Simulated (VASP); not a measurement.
**Pd: single point with PBE**

Pd:

```
Pd
1.0
    -1.31504    1.31504    1.31504
     1.31504   -1.31504    1.31504
     1.31504    1.31504   -1.31504
Pd
1
Direct
  0.00000 0.00000 0.00000
```

This isn't the form of Pd at room conditions, which is fcc.

```json
{
 "Program": "VASP 6.6.1",
 "Task": "single point",
 "Functional": "PBE",
 "Potentials or basis": "VASP PAW PBE potentials, release 64 (Pd)",
 "Cutoff": "520 eV",
 "k mesh": "20 × 20 × 20",
 "Occupations": "fermi-dirac, width 0.05 eV",
 "Spin": "no spin polarisation",
 "Dipole correction": "no",
 "Further INCAR settings": "ALGO = Normal; EDIFF = 1e-07; NBANDS = 11"
}
```

```json
{
 "Pressure": "348.9 GPa",
 "Band gap on the k mesh": "zero (bands 5 and 6 overlap by 3.96 eV)"
}
```

Levels at points of the mesh, in eV from the Fermi level:
| k point | band 2 | band 3 | band 4 | band 5 | band 6 | band 7 | band 8 | band 9 |
| --- | --- | --- | --- | --- | --- | --- | --- | --- |
| (0.00, 0.00, 0.00) | -6.20 | -6.20 | -6.20 | -2.20 | -2.20 | 19.00 | 19.00 | 19.00 |
| (0.50, 0.00, 0.00) | -8.77 | -2.14 | -1.46 | 0.85 | 1.56 | 13.69 | 15.04 | 23.25 |
| (0.50, 0.50, 0.50) | -11.24 | 0.62 | 0.62 | 0.62 | 11.45 | 11.45 | 11.45 | 23.88 |

Wall time 17 s on 1 thread of AMD EPYC 9R14 (Zen 4), with other jobs on the host, peak memory 0.1 GiB.

Caveat: the cell stands under pressure.
